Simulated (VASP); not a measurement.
# NaCl (Pm-3m) in VASP: single point with PBE

Aim: the single point of NaCl with PBE.

Program: VASP 6.6.1. These are calculated values, not measurements. Logs are shortened: lines on timing, memory, paths and dates and some standing lists are left out, and cuts for length are marked.

### 1 The cell of the first run

The structure is cubic, space group Pm-3m (No. 221). Conventional cell: a = 3.460 Å, b = 3.460 Å, c = 3.460 Å, α = 90.00°, β = 90.00°, γ = 90.00°. Na (site symmetry m-3m) has 8 Cl at 3.00 Å and 6 Na at 3.46 Å within 3.9 Å. Cl (site symmetry m-3m) has 8 Na at 3.00 Å and 6 Cl at 3.46 Å within 3.9 Å.

### 2 Single point, PBE

File INCAR:

```
PREC     = Accurate       # precision mode
ENCUT    = 520            # plane-wave cutoff, eV
EDIFF    = 1E-6           # SCF threshold, eV
ISMEAR   = 0              # smearing method
SIGMA    = 0.01           # smearing width, eV
LREAL    = False          # projectors in reciprocal space
LASPH    = True           # aspherical terms in the spheres
NELM     = 100            # most SCF steps
ALGO     = Normal         # electronic algorithm
ISIF     = 2              # what is computed and relaxed
LWAVE    = False          # write WAVECAR
LCHARG   = False          # write CHGCAR
GGA      = PE             # functional
NBANDS   = 14             # bands
```

File KPOINTS:

```
regular mesh
0
Gamma
  6 6 6
```

File POSCAR:

```
NaCl
1.0
    3.4595458649      0.0000000000      0.0000000000
    0.0000000000      3.4595458649      0.0000000000
    0.0000000000      0.0000000000      3.4595458649
Na Cl
1 1
Direct
    0.0000000000      0.0000000000      0.0000000000
    0.5000000000      0.5000000000      0.5000000000
```

Potentials or basis: VASP PAW PBE potentials, release 64 (Na_pv, Cl).

Command:

```bash
$ cat potpaw_PBE.64/Na_pv/POTCAR potpaw_PBE.64/Cl/POTCAR > POTCAR
$ mpirun -np 1 vasp_std > vasp.out
```

OUTCAR:

```text
PREC = Accurate
   ENCUT = 520
   EDIFF = 1E-6
   ISMEAR = 0
   LREAL = False
   LASPH = True
   NELM = 100
   ISIF = 2
   GGA = PE

 ion  position               nearest neighbor table
   1  0.000  0.000  0.000-
   2  0.500  0.500  0.500-

  LATTYP: Found a simple cubic cell.
 ALAT       =     3.4595458649

  Lattice vectors:

 A1 = (   3.4595458649,   0.0000000000,   0.0000000000)
 A2 = (   0.0000000000,   3.4595458649,   0.0000000000)
 A3 = (   0.0000000000,   0.0000000000,   3.4595458649)

Analysis of symmetry for initial positions (statically):
=====================================================================
 Subroutine PRICEL returns:
 Original cell was already a primitive cell.

 Routine SETGRP: Setting up the symmetry group for a
 simple cubic supercell.

 Subroutine GETGRP returns: Found 48 space group operations
 (whereof 48 operations were pure point group operations)
 out of a pool of 48 trial point group operations.

The static configuration has the point symmetry O_h .

Analysis of symmetry for dynamics (positions and initial velocities):
=====================================================================
 Subroutine PRICEL returns:
 Original cell was already a primitive cell.

 Routine SETGRP: Setting up the symmetry group for a
 simple cubic supercell.

 Subroutine GETGRP returns: Found 48 space group operations
 (whereof 48 operations were pure point group operations)
 out of a pool of 48 trial point group operations.

The dynamic configuration has the point symmetry O_h .

 Subroutine INISYM returns: Found 48 space group operations
 (whereof 48 operations are pure point group operations),
 and found     1 'primitive' translations

----------------------------------------------------------------------------------------

                                     Primitive cell

  volume of cell :      41.4054

  direct lattice vectors                    reciprocal lattice vectors
     3.459545865  0.000000000  0.000000000     0.289055280  0.000000000  0.000000000
     0.000000000  3.459545865  0.000000000     0.000000000  0.289055280  0.000000000
     0.000000000  0.000000000  3.459545865     0.000000000  0.000000000  0.289055280

  length of vectors
     3.459545865  3.459545865  3.459545865     0.289055280  0.289055280  0.289055280

  position of ions in fractional coordinates (direct lattice)
     0.000000000  0.000000000  0.000000000
     0.500000000  0.500000000  0.500000000

  ion indices of the primitive-cell ions
   primitive index   ion index
                 1           1
                 2           2

----------------------------------------------------------------------------------------

 KPOINTS: regular mesh

Automatic generation of k-mesh.
 Grid dimensions read from file:
 generate k-points for:    6    6    6

 Generating k-lattice:

  Cartesian coordinates                     Fractional coordinates (reciprocal lattice)
     0.048175880  0.000000000  0.000000000     0.166666667  0.000000000  0.000000000
     0.000000000  0.048175880  0.000000000     0.000000000  0.166666667  0.000000000
     0.000000000  0.000000000  0.048175880     0.000000000  0.000000000  0.166666667

  Length of vectors
     0.048175880  0.048175880  0.048175880

  Shift w.r.t. Gamma in fractional coordinates (k-lattice)
     0.000000000  0.000000000  0.000000000

 Subroutine IBZKPT returns following result:
 ===========================================

 Found     20 irreducible k-points:

 Following reciprocal coordinates:
            Coordinates               Weight
  0.000000  0.000000  0.000000      1.000000
  0.166667  0.000000  0.000000      6.000000
  0.333333  0.000000  0.000000      6.000000
  0.500000  0.000000  0.000000      3.000000
  0.166667  0.166667  0.000000     12.000000
  0.333333  0.166667  0.000000     24.000000
[... 12 lines left out ...]
  0.500000  0.500000  0.333333      6.000000
  0.500000  0.500000  0.500000      1.000000
   k-points           NKPTS =     20   k-points in BZ     NKDIM =     20   number of bands    NBANDS=     14
   number of dos      NEDOS =    301   number of ions     NIONS =      2
   total plane-waves  NPLWV =  21952
   dimension x,y,z NGX =    28 NGY =   28 NGZ =   28
   dimension x,y,z NGXF=    56 NGYF=   56 NGZF=   56
   ions per type =               1   1
   NGX,Y,Z   is equivalent  to a cutoff of  13.46, 13.46, 13.46 a.u.
   NGXF,Y,Z  is equivalent  to a cutoff of  26.91, 26.91, 26.91 a.u.
 SYSTEM =  unknown system
   PREC   = accura    normal or accurate (medium, high low for compatibility)
   ISTART =      0    job   : 0-new  1-cont  2-samecut
   ICHARG =      2    charge: 1-file 2-atom 10-const
   ISPIN  =      1    spin polarized calculation?
   LNONCOLLINEAR =      F non collinear calculations
   LSORBIT =      F    spin-orbit coupling
   LASPH  =      T    aspherical Exc in radial PAW
   ENCUT  =  520.0 eV  38.22 Ry    6.18 a.u.   6.43  6.43  6.43*2*pi/ulx,y,z
   NELM   =    100;   NELMIN=  2; NELMDL= -5     # of ELM steps
   EDIFF  = 0.1E-05   stopping-criterion for ELM
   LREAL  =      F    real-space projection
   EDIFFG = 0.1E-04   stopping-criterion for IOM
   NSW    =      0    number of steps for IOM
   IBRION =     -1    ionic relax: 0-MD 1-quasi-New 2-CG
   NFREE  =      0    steps in history (QN), initial steepest desc. (CG)
   ISIF   =      2    stress and relaxation
   ISYM   =      2    0-nonsym 1-usesym 2-fastsym
   POTIM  = 0.5000    time-step for ionic-motion
   TEBEG  =    0.0;   TEEND  =   0.0 temperature during run
   PSTRESS=    0.0 pullay stress
   NELECT =      14.0000    total number of electrons
   NUPDOWN=      -1.0000    fix difference up-down
   EMIN   =  10.00;   EMAX   =-10.00  energy-range for DOS
   EFERMI =   0.00;   METHOD = LEGACY
   ISMEAR =     0;   SIGMA  =   0.01  broadening in eV -4-tet -1-fermi 0-gaus
   EFERMI_NEDOS =   21; number of points for ismear=-14 and -15
   IALGO  =     38    algorithm
   IMIX   =      4    mixing-type and parameters
     AMIX     =   0.40;   BMIX     =  1.00
     AMIX_MAG =   1.60;   BMIX_MAG =  1.00
  volume/ion in A,a.u.               =      20.70       139.71
  Fermi-wavevector in a.u.,A,eV,Ry     =   1.140508  2.155248 17.697900  1.300759
  Thomas-Fermi vector in A             =   2.277210
   LORBIT       =      0    0 simple, 1 ext, 2 COOP (PROOUT), +10 PAW based schemes
   GGA     = PE    functional components
   LHFCALC =     F    Hartree Fock is set to
   AEXX    =    0.0000 exact exchange contribution
   IVDW    =     0    specifies the selected vdW correction
   LEPSILON=     F    determine dielectric tensor
   LRPA    =     F    only Hartree local field effects (RPA)
 non-spin polarized calculation
 Gauss-broadening in eV      SIGMA  =   0.01
  energy-cutoff  :      520.00
  volume of cell :       41.41
 maximum number of plane-waves:      1141
 NGX is ok and might be reduce to    28
   NGX = 13   NGY = 13   NGZ = 13

 number of electron      13.9999999 magnetization

 Free energy of the ion-electron system (eV)
  ---------------------------------------------------
  ext. energy  EPLUGINS =         0.00000000
  ---------------------------------------------------
  free energy    TOTEN  =        -6.46243252 eV

  energy without entropy =       -6.46243252  energy(sigma->0) =       -6.46243252

 E-fermi :   0.7435     XC(G=0):  -8.5925

 val. band max:        0.6855277016   @ k =   0.5000   0.5000   0.0000
 cond. band min:       4.7899485266   @ k =   0.0000   0.0000   0.0000
 fundamental gap:      4.1044208250
 Fermi energy:         0.7434915619

 k-point     1 :       0.0000    0.0000    0.0000
  band No.  band energies     occupation
      1     -21.3537      2.00000
      2     -21.3537      2.00000
      3     -21.3537      2.00000
      4     -12.8214      2.00000
      5       0.1643      2.00000
      6       0.1643      2.00000
      7       0.1643      2.00000
      8       4.7899      0.00000
      9       9.2241      0.00000
     10       9.2241      0.00000
     11      16.7246      0.00000
     12      16.7286      0.00000
     13      16.7288      0.00000
     14      16.7289      0.00000

 k-point     2 :       0.1667    0.0000    0.0000
  band No.  band energies     occupation
      1     -21.3655      2.00000
      2     -21.3526      2.00000
      3     -21.3526      2.00000
      4     -12.7287      2.00000
      5      -0.6718      2.00000
      6       0.2235      2.00000
      7       0.2235      2.00000
      8       5.5331      0.00000
      9       9.5329      0.00000
     10       9.8203      0.00000
     11      14.7200      0.00000
     12      14.7200      0.00000
     13      16.0725      0.00000
     14      16.9390      0.00000

 k-point     3 :       0.3333    0.0000    0.0000
  band No.  band energies     occupation
      1     -21.3890      2.00000
      2     -21.3505      2.00000
      3     -21.3505      2.00000
      4     -12.5318      2.00000
      5      -1.9078      2.00000
      6       0.3469      2.00000
      7       0.3469      2.00000
      8       6.8209      0.00000
      9      10.1320      0.00000
     10      10.3971      0.00000
     11      13.1832      0.00000
     12      13.1832      0.00000
     13      15.2222      0.00000
     14      16.7780      0.00000

 k-point     4 :       0.5000    0.0000    0.0000
  band No.  band energies     occupation
      1     -21.4007      2.00000
      2     -21.3495      2.00000
      3     -21.3495      2.00000
      4     -12.4268      2.00000
      5      -2.4207      2.00000
      6       0.4112      2.00000
      7       0.4112      2.00000
      8       7.7254      0.00000
      9       9.5044      0.00000
     10      11.1849      0.00000
     11      12.6193      0.00000
     12      12.6193      0.00000
     13      13.7812      0.00000
     14      17.7693      0.00000

 k-point     5 :       0.1667    0.1667    0.0000
  band No.  band energies     occupation
      1     -21.3653      2.00000
      2     -21.3627      2.00000
      3     -21.3516      2.00000
      4     -12.6414      2.00000
      5      -0.7085      2.00000
      6      -0.4183      2.00000
      7       0.2842      2.00000
      8       6.2044      0.00000
      9       9.8306      0.00000
     10      10.2598      0.00000
     11      13.2116      0.00000
[... 208 lines left out ...]
 k-point    18 :       0.5000    0.3333    0.3333
  band No.  band energies     occupation
      1     -21.3872      2.00000
      2     -21.3762      2.00000
      3     -21.3751      2.00000
      4     -11.9947      2.00000
      5      -1.5325      2.00000
      6      -1.0050      2.00000
      7      -0.9197      2.00000
      8       7.5883      0.00000
      9       8.3880      0.00000
     10       8.9931      0.00000
     11      14.2328      0.00000
     12      14.6766      0.00000
     13      14.9258      0.00000
     14      16.1926      0.00000

 k-point    19 :       0.5000    0.5000    0.3333
  band No.  band energies     occupation
      1     -21.3853      2.00000
      2     -21.3853      2.00000
      3     -21.3743      2.00000
      4     -11.9165      2.00000
      5      -1.3908      2.00000
      6      -1.3908      2.00000
      7      -0.8518      2.00000
      8       7.2802      0.00000
      9       8.4490      0.00000
     10       8.4490      0.00000
     11      13.7380      0.00000
     12      14.7375      0.00000
     13      16.4877      0.00000
     14      16.4877      0.00000

 k-point    20 :       0.5000    0.5000    0.5000
  band No.  band energies     occupation
      1     -21.3837      2.00000
      2     -21.3837      2.00000
      3     -21.3837      2.00000
      4     -11.8378      2.00000
      5      -1.2732      2.00000
      6      -1.2732      2.00000
      7      -1.2732      2.00000
      8       7.8071      0.00000
      9       7.8071      0.00000
     10       7.8071      0.00000
     11      12.6321      0.00000
     12      16.9278      0.00000
     13      16.9278      0.00000
     14      16.9278      0.00000

------------------------ aborting loop because EDIFF is reached ----------------------------------------

  FORCE on cell =-STRESS in cart. coord.  units (eV):
  Direction    XX          YY          ZZ          XY          YZ          ZX
  --------------------------------------------------------------------------------------
  -------------------------------------------------------------------------------------
  Total        0.2865130      0.2865130      0.2865130     -0.0000000     -0.0000000     -0.0000000
  in kB       11.0865812     11.0865812     11.0865812     -0.0000000     -0.0000000     -0.0000000
  external PRESSURE =      11.0865812 kB  Pullay stress =       0.0000000 kB

 VOLUME and BASIS-vectors are now :
 -----------------------------------------------------------------------------
  energy-cutoff  :      520.00
  volume of cell :       41.41
      direct lattice vectors                 reciprocal lattice vectors
     3.459545865  0.000000000  0.000000000     0.289055280  0.000000000  0.000000000
     0.000000000  3.459545865  0.000000000     0.000000000  0.289055280  0.000000000
     0.000000000  0.000000000  3.459545865     0.000000000  0.000000000  0.289055280

 POSITION                                       TOTAL-FORCE (eV/Angst)
 -----------------------------------------------------------------------------------
      0.00000      0.00000      0.00000         0.000000      0.000000      0.000000
      1.72977      1.72977      1.72977         0.000000      0.000000      0.000000
 -----------------------------------------------------------------------------------
    total drift:                               -0.000000      0.000000      0.000000

  FREE ENERGIE OF THE ION-ELECTRON SYSTEM (eV)
  ---------------------------------------------------
  free  energy   TOTEN  =        -6.4624325160 eV

  energy  without entropy=       -6.4624325160  energy(sigma->0) =       -6.46243252
```

Run time: 8.5 s. Hardware: 1 thread of Intel Xeon Platinum 8375C at 2.90GHz (Ice Lake), shared host; peak memory 0.15 GiB.

Results:

* Free energy: -6.4624 eV
* Pressure: 1.1 GPa
* Band gap on the k mesh: 4.10 eV, indirect (least direct gap 4.63 eV)

Levels at points of the mesh, in eV from the valence-band top:
| k point | band 3 | band 4 | band 5 | band 6 | band 7 | band 8 | band 9 | band 10 | band 11 | band 12 |
| --- | --- | --- | --- | --- | --- | --- | --- | --- | --- | --- |
| (0.00, 0.00, 0.00) | -22.04 | -13.51 | -0.52 | -0.52 | -0.52 | 4.10 | 8.54 | 8.54 | 16.04 | 16.04 |
| (0.50, 0.00, 0.00) | -22.04 | -13.11 | -3.11 | -0.27 | -0.27 | 7.04 | 8.82 | 10.50 | 11.93 | 11.93 |
| (0.50, 0.50, 0.00) | -22.03 | -12.82 | -2.39 | -2.39 | 0.00 | 5.54 | 9.96 | 11.27 | 11.27 | 12.66 |
| (0.50, 0.50, 0.50) | -22.07 | -12.52 | -1.96 | -1.96 | -1.96 | 7.12 | 7.12 | 7.12 | 11.95 | 16.24 |

A k mesh can miss the band edges.
